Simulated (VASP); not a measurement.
# WSe (F-43m) in VASP: further runs

Runs on WSe. Level: PBE. Tasks: single point.

All numbers are computed with VASP 6.6.1; they aren't measurements. Logs are shortened: lines on timing, memory, paths and dates and some standing lists are left out, and cuts for length are marked.

### 1 The cell of the first run

Symmetry: F-43m, No. 216, cubic system. Conventional cell: a = 5.271 Å, b = 5.271 Å, c = 5.271 Å, α = 90.00°, β = 90.00°, γ = 90.00°. W (site symmetry -43m) has 4 Se at 2.28 Å within 3.0 Å. Within 3.0 Å of Se (site symmetry -43m) lie 4 W at 2.28 Å.

### 2 Single point, PBE, collinear spin

Contents of INCAR:

```
SYSTEM = WSe
PREC = Accurate ; ENCUT = 520
EDIFF = 1E-6 ; ISMEAR = 0
SIGMA = 0.1 ; LREAL = .False.
LASPH = .True. ; NELM = 150
ALGO = Normal ; ISIF = 2
LWAVE = .False. ; LCHARG = .True.
ISPIN = 2 ; MAGMOM = 1 0
LORBIT = 11 ; LMAXMIX = 4
GGA = PE ; LELF = .True.
LVHAR = .True. ; NBANDS = 21
```

Contents of KPOINTS:

```
Automatic mesh
0
Gamma
  12 12 12
  0 0 0
```

Contents of POSCAR:

```
WSe
1.0
    0.0000000000      2.6353700938      2.6353700938
    2.6353700938      0.0000000000      2.6353700938
    2.6353700938      2.6353700938      0.0000000000
W Se
1 1
Direct
    0.0000000000      0.0000000000      0.0000000000
    0.2500000000      0.2500000000      0.2500000000
```

Potentials or basis: VASP PAW PBE potentials, release 64 (W_sv, Se).

The run is started by

```
> cat potpaw_PBE.64/W_sv/POTCAR potpaw_PBE.64/Se/POTCAR > POTCAR
> mpirun -np 1 vasp_std > vasp.out
```

OUTCAR:

```text
SYSTEM = WSe
   PREC = Accurate
   ENCUT = 520
   EDIFF = 1E-6
   ISMEAR = 0
   LREAL = .False.
   LASPH = .True.
   NELM = 150
   ISIF = 2
   ISPIN = 2
   LORBIT = 11
   GGA = PE

 ion  position               nearest neighbor table
   1  0.000  0.000  0.000-   2 2.28   2 2.28   2 2.28   2 2.28
   2  0.250  0.250  0.250-   1 2.28   1 2.28   1 2.28   1 2.28

  LATTYP: Found a face centered cubic cell.
 ALAT       =     5.2707401876

  Lattice vectors:

 A1 = (   0.0000000000,   2.6353700938,   2.6353700938)
 A2 = (   2.6353700938,   0.0000000000,   2.6353700938)
 A3 = (   2.6353700938,   2.6353700938,   0.0000000000)

Analysis of symmetry for initial positions (statically):
=====================================================================
 Subroutine PRICEL returns:
 Original cell was already a primitive cell.

 Routine SETGRP: Setting up the symmetry group for a
 face centered cubic supercell.

 Subroutine GETGRP returns: Found 24 space group operations
 (whereof 24 operations were pure point group operations)
 out of a pool of 48 trial point group operations.

The static configuration has the point symmetry T_d .

Analysis of symmetry for dynamics (positions and initial velocities):
=====================================================================
 Subroutine PRICEL returns:
 Original cell was already a primitive cell.

 Routine SETGRP: Setting up the symmetry group for a
 face centered cubic supercell.

 Subroutine GETGRP returns: Found 24 space group operations
 (whereof 24 operations were pure point group operations)
 out of a pool of 48 trial point group operations.

The dynamic configuration has the point symmetry T_d .

Analysis of structural, dynamic, and magnetic symmetry:
=====================================================================
 Subroutine PRICEL returns:
 Original cell was already a primitive cell.

 Routine SETGRP: Setting up the symmetry group for a
 face centered cubic supercell.

 Subroutine GETGRP returns: Found 24 space group operations
 (whereof 24 operations were pure point group operations)
 out of a pool of 48 trial point group operations.

The overall configuration has the point symmetry T_d .

 Subroutine INISYM returns: Found 24 space group operations
 (whereof 24 operations are pure point group operations),
 and found     1 'primitive' translations

----------------------------------------------------------------------------------------

                                     Primitive cell

  volume of cell :      36.6062

  direct lattice vectors                    reciprocal lattice vectors
     0.000000000  2.635370094  2.635370094    -0.189726673  0.189726673  0.189726673
     2.635370094  0.000000000  2.635370094     0.189726673 -0.189726673  0.189726673
     2.635370094  2.635370094  0.000000000     0.189726673  0.189726673 -0.189726673

  length of vectors
     3.726976129  3.726976129  3.726976129     0.328616237  0.328616237  0.328616237

  position of ions in fractional coordinates (direct lattice)
     0.000000000  0.000000000  0.000000000
     0.250000000  0.250000000  0.250000000

  ion indices of the primitive-cell ions
   primitive index   ion index
                 1           1
                 2           2

----------------------------------------------------------------------------------------

 KPOINTS: Automatic mesh

Automatic generation of k-mesh.
 Grid dimensions read from file:
 generate k-points for:   12   12   12

 Generating k-lattice:

  Cartesian coordinates                     Fractional coordinates (reciprocal lattice)
    -0.015810556  0.015810556  0.015810556     0.083333333  0.000000000  0.000000000
     0.015810556 -0.015810556  0.015810556     0.000000000  0.083333333  0.000000000
     0.015810556  0.015810556 -0.015810556     0.000000000  0.000000000  0.083333333

  Length of vectors
     0.027384686  0.027384686  0.027384686

  Shift w.r.t. Gamma in fractional coordinates (k-lattice)
     0.000000000  0.000000000  0.000000000

 Subroutine IBZKPT returns following result:
 ===========================================

 Found     72 irreducible k-points:

 Following reciprocal coordinates:
            Coordinates               Weight
  0.000000  0.000000  0.000000      1.000000
  0.083333  0.000000  0.000000      8.000000
  0.166667  0.000000  0.000000      8.000000
  0.250000  0.000000  0.000000      8.000000
  0.333333  0.000000  0.000000      8.000000
  0.416667  0.000000  0.000000      8.000000
[... 16 lines left out ...]
  0.500000  0.166667  0.000000     24.000000
 -0.416667  0.166667  0.000000     24.000000
 [... further k-points ...]
   k-points           NKPTS =     72   k-points in BZ     NKDIM =     72   number of bands    NBANDS=     21
   number of dos      NEDOS =    301   number of ions     NIONS =      2
   total plane-waves  NPLWV =  21952
   dimension x,y,z NGX =    28 NGY =   28 NGZ =   28
   dimension x,y,z NGXF=    56 NGYF=   56 NGZF=   56
   ions per type =               1   1
   NGX,Y,Z   is equivalent  to a cutoff of  12.49, 12.49, 12.49 a.u.
   NGXF,Y,Z  is equivalent  to a cutoff of  24.98, 24.98, 24.98 a.u.
 SYSTEM =  WSe
   PREC   = accura    normal or accurate (medium, high low for compatibility)
   ISTART =      0    job   : 0-new  1-cont  2-samecut
   ICHARG =      2    charge: 1-file 2-atom 10-const
   ISPIN  =      2    spin polarized calculation?
   LNONCOLLINEAR =      F non collinear calculations
   LSORBIT =      F    spin-orbit coupling
   LASPH  =      T    aspherical Exc in radial PAW
   ENCUT  =  520.0 eV  38.22 Ry    6.18 a.u.   6.93  6.93  6.93*2*pi/ulx,y,z
   NELM   =    150;   NELMIN=  2; NELMDL= -5     # of ELM steps
   EDIFF  = 0.1E-05   stopping-criterion for ELM
   LREAL  =      F    real-space projection
   EDIFFG = 0.1E-04   stopping-criterion for IOM
   NSW    =      0    number of steps for IOM
   IBRION =     -1    ionic relax: 0-MD 1-quasi-New 2-CG
   NFREE  =      0    steps in history (QN), initial steepest desc. (CG)
   ISIF   =      2    stress and relaxation
   ISYM   =      2    0-nonsym 1-usesym 2-fastsym
   POTIM  = 0.5000    time-step for ionic-motion
   TEBEG  =    0.0;   TEEND  =   0.0 temperature during run
   PSTRESS=    0.0 pullay stress
   NELECT =      20.0000    total number of electrons
   NUPDOWN=      -1.0000    fix difference up-down
   EMIN   =  10.00;   EMAX   =-10.00  energy-range for DOS
   EFERMI =   0.00;   METHOD = LEGACY
   ISMEAR =     0;   SIGMA  =   0.10  broadening in eV -4-tet -1-fermi 0-gaus
   EFERMI_NEDOS =   21; number of points for ismear=-14 and -15
   IALGO  =     38    algorithm
   IMIX   =      4    mixing-type and parameters
     AMIX     =   0.40;   BMIX     =  1.00
     AMIX_MAG =   1.60;   BMIX_MAG =  1.00
  volume/ion in A,a.u.               =      18.30       123.52
  Fermi-wavevector in a.u.,A,eV,Ry     =   1.338340  2.529096 24.370139  1.791155
  Thomas-Fermi vector in A             =   2.466818
   LORBIT       =     11    0 simple, 1 ext, 2 COOP (PROOUT), +10 PAW based schemes
   GGA     = PE    functional components
   LHFCALC =     F    Hartree Fock is set to
   AEXX    =    0.0000 exact exchange contribution
   IVDW    =     0    specifies the selected vdW correction
   LEPSILON=     F    determine dielectric tensor
   LRPA    =     F    only Hartree local field effects (RPA)
 spin polarized calculation
 Gauss-broadening in eV      SIGMA  =   0.10
  energy-cutoff  :      520.00
  volume of cell :       36.61
 maximum number of plane-waves:      1004
   NGX = 13   NGY = 13   NGZ = 13

 number of electron      19.9999999 magnetization       0.0031026

 number of electron      19.9999999 magnetization      -0.0001362

 Free energy of the ion-electron system (eV)
  ---------------------------------------------------
  ext. energy  EPLUGINS =         0.00000000
  ---------------------------------------------------
  free energy    TOTEN  =       -13.48497203 eV

  energy without entropy =      -13.47598796  energy(sigma->0) =      -13.48048000

 E-fermi :   8.4209     XC(G=0): -11.5186

 val. band max:        8.4030895661   @ k =   0.5000   0.2500   0.0000
 cond. band min:       8.4249535945   @ k =  -0.4167   0.1667   0.0833
 fundamental gap:      0.0218640284
 Fermi energy:         8.4208550187

 spin component 1

 k-point     1 :       0.0000    0.0000    0.0000
  band No.  band energies     occupation
      1     -65.2122      1.00000
      2     -29.6366      1.00000
      3     -29.6366      1.00000
      4     -29.6366      1.00000
      5      -8.0076      1.00000
      6       2.2744      1.00000
[... 13 lines left out ...]
     20      23.2966      0.00000
     21      23.2966      0.00000

 k-point     2 :       0.0833    0.0000    0.0000
  band No.  band energies     occupation
      1     -65.2119      1.00000
      2     -29.6454      1.00000
      3     -29.6379      1.00000
      4     -29.6379      1.00000
      5      -7.9310      1.00000
      6       2.1420      1.00000
[... 13 lines left out ...]
     20      23.1435      0.00000
     21      23.8041      0.00000

 k-point     3 :       0.1667    0.0000    0.0000
  band No.  band energies     occupation
      1     -65.2112      1.00000
      2     -29.6695      1.00000
      3     -29.6414      1.00000
      4     -29.6414      1.00000
      5      -7.7181      1.00000
      6       1.8405      1.00000
[... 13 lines left out ...]
     20      22.9294      0.00000
     21      24.9159      0.00000
[... 457 lines left out ...]
 k-point    23 :       0.5000    0.1667    0.0000
  band No.  band energies     occupation
      1     -65.2081      1.00000
      2     -29.7568      1.00000
      3     -29.6731      1.00000
      4     -29.6625      1.00000
      5      -6.6849      1.00000
      6       1.3867      1.00000
[... 13 lines left out ...]
     20      23.7767      0.00000
     21      26.5451      0.00000

 k-point    24 :      -0.4167    0.1667    0.0000
  band No.  band energies     occupation
      1     -65.2081      1.00000
      2     -29.7581      1.00000
      3     -29.6767      1.00000
      4     -29.6602      1.00000
      5      -6.6638      1.00000
      6       1.5115      1.00000
[... 13 lines left out ...]
     20      23.6366      0.00000
     21      26.3809      0.00000

 [... further k-points ...]

 spin component 2

 k-point     1 :       0.0000    0.0000    0.0000
  band No.  band energies     occupation
      1     -65.2122      1.00000
      2     -29.6366      1.00000
      3     -29.6366      1.00000
      4     -29.6366      1.00000
      5      -8.0076      1.00000
      6       2.2743      1.00000
[... 13 lines left out ...]
     20      23.2967      0.00000
     21      23.2967      0.00000

 k-point     2 :       0.0833    0.0000    0.0000
  band No.  band energies     occupation
      1     -65.2119      1.00000
      2     -29.6455      1.00000
      3     -29.6379      1.00000
      4     -29.6379      1.00000
      5      -7.9310      1.00000
      6       2.1419      1.00000
[... 13 lines left out ...]
     20      23.1435      0.00000
     21      23.8041      0.00000

 k-point     3 :       0.1667    0.0000    0.0000
  band No.  band energies     occupation
      1     -65.2112      1.00000
      2     -29.6696      1.00000
      3     -29.6414      1.00000
      4     -29.6414      1.00000
      5      -7.7181      1.00000
      6       1.8405      1.00000
[... 13 lines left out ...]
     20      22.9294      0.00000
     21      24.9159      0.00000
[... 457 lines left out ...]
 k-point    23 :       0.5000    0.1667    0.0000
  band No.  band energies     occupation
      1     -65.2081      1.00000
      2     -29.7569      1.00000
      3     -29.6731      1.00000
      4     -29.6625      1.00000
      5      -6.6849      1.00000
      6       1.3867      1.00000
[... 13 lines left out ...]
     20      23.7767      0.00000
     21      26.5392      0.00000

 k-point    24 :      -0.4167    0.1667    0.0000
  band No.  band energies     occupation
      1     -65.2081      1.00000
      2     -29.7582      1.00000
      3     -29.6768      1.00000
      4     -29.6602      1.00000
      5      -6.6638      1.00000
      6       1.5114      1.00000
[... 13 lines left out ...]
     20      23.6366      0.00000
     21      26.3809      0.00000

 [... further k-points ...]

------------------------ aborting loop because EDIFF is reached ----------------------------------------

  FORCE on cell =-STRESS in cart. coord.  units (eV):
  Direction    XX          YY          ZZ          XY          YZ          ZX
  --------------------------------------------------------------------------------------
  -------------------------------------------------------------------------------------
  Total        9.5691446      9.5691446      9.5691446     -0.0000000      0.0000000      0.0000000
  in kB      418.8214011    418.8214011    418.8214011     -0.0000000      0.0000000      0.0000000
  external PRESSURE =     418.8214011 kB  Pullay stress =       0.0000000 kB

 VOLUME and BASIS-vectors are now :
 -----------------------------------------------------------------------------
  energy-cutoff  :      520.00
  volume of cell :       36.61
      direct lattice vectors                 reciprocal lattice vectors
     0.000000000  2.635370094  2.635370094    -0.189726673  0.189726673  0.189726673
     2.635370094  0.000000000  2.635370094     0.189726673 -0.189726673  0.189726673
     2.635370094  2.635370094  0.000000000     0.189726673  0.189726673 -0.189726673

 POSITION                                       TOTAL-FORCE (eV/Angst)
 -----------------------------------------------------------------------------------
      0.00000      0.00000      0.00000        -0.000000      0.000000      0.000000
      1.31769      1.31769      1.31769         0.000000      0.000000     -0.000000
 -----------------------------------------------------------------------------------
    total drift:                               -0.000001     -0.000001     -0.000000

  FREE ENERGIE OF THE ION-ELECTRON SYSTEM (eV)
  ---------------------------------------------------
  free  energy   TOTEN  =       -13.4849720342 eV

  energy  without entropy=      -13.4759879575  energy(sigma->0) =      -13.48048000

 total charge

# of ion       s       p       d       tot
------------------------------------------
    1        2.359   6.247   3.869  12.475
    2        1.432   2.581   0.268   4.281
--------------------------------------------------
tot          3.791   8.828   4.137  16.756

 magnetization (x)

# of ion       s       p       d       tot
------------------------------------------
    1       -0.000   0.000  -0.000  -0.000
    2        0.000   0.000  -0.000   0.000
--------------------------------------------------
tot         -0.000   0.000  -0.000  -0.000
```

It took 1.8 min on 1 thread of Intel Xeon Platinum 8259CL at 2.50GHz (Skylake/Cascade Lake), shared host; peak memory 0.23 GiB.

What came out:

```
Free energy                                           : -13.4850 eV
Pressure                                              : 41.9 GPa
Band gap on the k mesh                                : zero (filled and empty bands overlap)
Net moment                                            : 0.00 μB per cell
Valence electrons inside the program's atomic spheres : W 12.47; Se 4.28
```

Levels at points of the mesh, in eV from the Fermi level:
Spin up:
```tsv
k point	band 6	band 7	band 8	band 9	band 10	band 11	band 12	band 13	band 14	band 15
(0.00, 0.00, 0.00)	-6.15	-6.15	-6.15	-0.75	-0.75	1.18	5.69	5.69	5.69	8.92
(0.50, 0.00, 0.00)	-7.12	-5.62	-5.62	-0.18	-0.16	-0.16	2.94	2.94	3.69	10.04
(0.50, 0.50, 0.00)	-7.93	-4.46	-4.46	-2.43	-0.36	0.59	1.07	1.07	8.62	8.85
```
Spin down:
```tsv
k point	band 8	band 9	band 10	band 11	band 12	band 13
(0.00, 0.00, 0.00)	-6.15	-0.75	-0.75	1.18	5.69	5.69
(0.50, 0.00, 0.00)	-5.62	-0.18	-0.16	-0.16	2.94	2.94
(0.50, 0.50, 0.00)	-4.46	-2.43	-0.36	0.59	1.07	1.07
```

Caveat: the cell stands under pressure; spin-orbit coupling is left out, which moves the levels of the heavy elements.

### 3 Single point, PBE, collinear spin

This run uses another cell than the first one, of 21.96 Å³/atom.

Contents of INCAR:

```
ALGO = Normal
EDIFF = 1E-6
ENCUT = 520
GGA = PE
ISIF = 2
ISMEAR = 0
ISPIN = 2
LASPH = T
LCHARG = F
LMAXMIX = 4
LORBIT = 11
LREAL = F
LWAVE = F
MAGMOM = 1 0
NBANDS = 21
NELM = 150
PREC = Accurate
SIGMA = 0.1
```

Contents of KPOINTS:

```
k-points
0
Gamma
  12 12 12
```

Contents of POSCAR:

```
WSe
1.0
    0.0000000000      2.8004986132      2.8004986132
    2.8004986132      0.0000000000      2.8004986132
    2.8004986132      2.8004986132      0.0000000000
W Se
1 1
Direct
    0.0000000000      0.0000000000      0.0000000000
    0.2500000000      0.2500000000      0.2500000000
```

Potentials or basis: VASP PAW PBE potentials, release 64 (W_sv, Se).

The run is started by

```
> cat potpaw_PBE.64/W_sv/POTCAR potpaw_PBE.64/Se/POTCAR > POTCAR
> mpirun -np 1 vasp_std > vasp.out
```

Wall time 3.6 min (1 thread of Intel Xeon Platinum 8259CL at 2.50GHz (Skylake/Cascade Lake), shared host); peak memory 0.26 GiB.

It converged, with:

```yaml
Free_energy: -14.3968 eV
Pressure: 3.8 GPa
Net_moment: 0.33 μB per cell
Site_moments: W +0.27; Se -0.01 μB
Valence_electrons_inside_the_program's_atomic_spheres: W 12.07; Se 4.04
```

Levels at points of the mesh, in eV from the Fermi level:
Spin up:
```
           k point  band 7  band 8  band 9  band 10  band 11  band 12  band 13  band 14
(0.00, 0.00, 0.00)   -5.39   -5.39   -0.66    -0.66     0.52     4.77     4.77     4.77
(0.50, 0.00, 0.00)   -4.99   -4.99   -0.24    -0.24    -0.24     2.37     2.37     3.17
(0.50, 0.50, 0.00)   -4.25   -4.25   -1.83    -0.58     0.33     0.86     0.86     6.67
```
Spin down:
| k point | band 7 | band 8 | band 9 | band 10 | band 11 | band 12 | band 13 | band 14 |
| --- | --- | --- | --- | --- | --- | --- | --- | --- |
| (0.00, 0.00, 0.00) | -5.33 | -5.33 | -0.38 | -0.38 | 0.58 | 4.84 | 4.84 | 4.84 |
| (0.50, 0.00, 0.00) | -4.92 | -4.92 | -0.12 | 0.02 | 0.02 | 2.46 | 2.46 | 3.25 |
| (0.50, 0.50, 0.00) | -4.21 | -4.21 | -1.75 | -0.35 | 0.64 | 0.98 | 0.98 | 6.76 |

Caveat: the cell stands under pressure; spin-orbit coupling is left out, which moves the levels of the heavy elements.

### 4 Single point, PBE, collinear spin

This run uses another cell than the first one, of 22.88 Å³/atom.

INCAR, as its differences from that of step 3:

```diff
@@ -13,5 +13,6 @@
 LWAVE = F
-MAGMOM = 1 0
+MAGMOM = 0.18 0
 NBANDS = 21
 NELM = 150
+NUPDOWN = 0.25
 PREC = Accurate
```

KPOINTS is that of step 3.

Contents of POSCAR:

```
WSe
1.0
    0.0000000000      2.8388663756      2.8388663756
    2.8388663756      0.0000000000      2.8388663756
    2.8388663756      2.8388663756      0.0000000000
W Se
1 1
Direct
    0.0000000000      0.0000000000      0.0000000000
    0.2500000000      0.2500000000      0.2500000000
```

The run is started by

```
> cat potpaw_PBE.64/W_sv/POTCAR potpaw_PBE.64/Se/POTCAR > POTCAR
> mpirun -np 1 vasp_std > vasp.out
```

Wall time 1.8 min (1 thread of Intel Xeon Platinum 8259CL at 2.50GHz (Skylake/Cascade Lake), shared host); peak memory 0.26 GiB.

The run converged. Its results:

```yaml
Free_energy: -14.4091 eV
Pressure: -1.5 GPa
Net_moment: 0.25 μB per cell
Site_moments: W +0.21; Se -0.01 μB
Valence_electrons_inside_the_program's_atomic_spheres: W 12.00; Se 3.99
```

Caveat: spin-orbit coupling is left out, which moves the levels of the heavy elements; the total moment is fixed, so each spin has its own Fermi level.

(Continued in part 2 of 2.)
